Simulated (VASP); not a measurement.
The system is Ti3Al.

```
CELL_PARAMETERS angstrom
2.92754 0.00000 0.00000
-1.46377 2.53533 0.00000
0.00000 0.00000 9.22636
ATOMIC_POSITIONS crystal
Ti 0.66667 0.33333 0.00000
Ti 0.33333 0.66667 0.75059
Ti 0.33333 0.66667 0.24941
Al 0.66667 0.33333 0.50000
```

Program: VASP 6.6.1. Alike in all runs: task single point; no spin polarisation; cell as given; k mesh 8 × 8 × 3; cutoff (eV) 520; smearing fermi-dirac 0.05 eV.

Problem. Order these runs on this cell by their pressure, lowest first.
A. level BLYP; potentials or basis VASP PAW PBE potentials, release 64 (Ti_sv, Al)
B. level r2SCAN; potentials or basis VASP PAW PBE potentials, release 64 (Ti_sv, Al)
C. level LDA; potentials or basis VASP PAW LDA potentials, release 64 (Ti_sv, Al)

Solution. C (-7.2 GPa), B (-0.5 GPa), A (3.0 GPa).

Caveats: the PAW data sets were made with another functional, which shifts forces and pressure a little (some runs).
